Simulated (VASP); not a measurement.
AlBH6:

```xyz
8
Lattice="3.4036 0.0000 0.0000 0.0000 3.4036 0.0000 0.0000 0.0000 6.7946" Properties=species:S:1:pos:R:3 pbc="T T T"
Al    0.0000    0.0000    0.0000
B     0.0000    0.0000    3.3973
H     1.7018    1.7018    0.0000
H     1.7018    1.7018    3.3973
H     1.7018    0.0000    1.7462
H     1.7018    0.0000    5.0485
H     0.0000    1.7018    1.7462
H     0.0000    1.7018    5.0485
```

| Quantity | Value |
| --- | --- |
| Program | VASP 6.6.1 |
| Task | relaxation of cell and atoms |
| Functional | PBEsol |
| Potentials or basis | VASP PAW PBE potentials, release 64 (Al, B, H) |
| Cutoff | 600 eV |
| k mesh | 6 × 6 × 4 |
| Occupations | fermi-dirac, width 0.03 eV |
| Spin | no spin polarisation |

At the start: pressure -21.7 GPa; volume 9.84 Å³/atom.

Problem. Where does the relaxation end?

Solution. Over 23 steps the energy falls by 675.0 meV/atom and the volume is 4.85 Å³/atom (-50.7 %); space group P4/mmm (No. 123, to 0.1 Å) before and after.

The path:
```
step  energy change (eV)  largest force (eV/Å)  pressure (GPa)  volume (Å³)
   1              0.0000                0.1772          -21.66        78.71
   2             -1.9831                0.1392          -22.61        64.51
   3             -3.9078                0.6735           35.28        32.33
   4             -4.4228                0.1687          -11.63        44.74
   5             -4.6122                0.2726           -2.51        40.62
   6             -4.6185                0.2975           -0.08        39.79
   7             -4.6618                0.3375            0.04        39.60
   8             -4.8669                0.4642            0.16        39.00
   9             -5.2608                0.2804            3.50        37.69
  10             -4.4991                0.8254           25.68        34.57
  11             -5.2941                0.2348            5.33        37.17
  12             -5.2455                0.3206           11.56        35.92
  13             -5.3262                0.1827            7.19        36.77
  14             -5.3286                0.0201            9.12        36.35
  15             -5.3362                0.1274            8.10        36.56
  16             -5.3656                0.0592            5.44        37.26
  17             -5.3656                0.0705            5.30        37.30
  18             -5.3869                0.0084            2.98        37.92
  19             -5.3979                0.0643           -0.51        38.91
  20             -5.3981                0.0583           -0.17        38.80
  21             -5.3989                0.0515           -0.13        38.80
  22             -5.4000                0.0277           -0.05        38.79
  23             -5.4003                0.0073            0.03        38.78
```

Final structure:
```yaml
crystal:
  lattice:
    - [2.89197, 0.00000, 0.00000]
    - [0.00000, 2.89197, 0.00000]
    - [0.00000, 0.00000, 4.63669]
  atoms:
    - { symbol: Al, position: [0.00000, 0.00000, 0.00000] }
    - { symbol: B, position: [0.00000, 0.00000, 0.50000] }
    - { symbol: H, position: [0.50000, 0.50000, 0.00000] }
    - { symbol: H, position: [0.50000, 0.50000, 0.50000] }
    - { symbol: H, position: [0.50000, 0.00000, 0.31219] }
    - { symbol: H, position: [0.50000, 0.00000, 0.68781] }
    - { symbol: H, position: [0.00000, 0.50000, 0.31219] }
    - { symbol: H, position: [0.00000, 0.50000, 0.68781] }
```

Caveat: the volume moved by over 15 % at a fixed basis, so the end points are rough; the PAW data sets were made with another functional, which shifts forces and pressure a little.
